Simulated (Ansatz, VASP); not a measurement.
S in VASP and in Ansatz

```
CELL_PARAMETERS angstrom
0.00000 2.89610 2.89610
2.89610 0.00000 2.89610
2.89610 2.89610 0.00000
ATOMIC_POSITIONS crystal
S 0.00000 0.00000 0.00000
S 0.25000 0.25000 0.25000
```

Alike in both runs: task electric field gradients; functional PBE; k mesh 12 × 12 × 12; occupations fermi-dirac, width 0.05 eV; no spin polarisation.

|  | VASP | Ansatz |
| --- | --- | --- |
| version | VASP 6.6.1 | Ansatz 0.2.0 |
| potentials or method | VASP PAW PBE potentials, release 64 (S) | PAW with Ansatz's default frozen-core files, scalar-relativistic |
| plane-wave cutoff (eV) | 520 | 420 |
| valence electrons in the cell | 12 | 12 |

Ansatz gave:

| Item | Value |
| --- | --- |
| pressure (GPa) | 0.0 |

Question: What did VASP give for the same quantities?

Answer: Pressure (GPa): -0.1.

With one functional, cell and mesh, what is left measures potentials, basis and numerics.
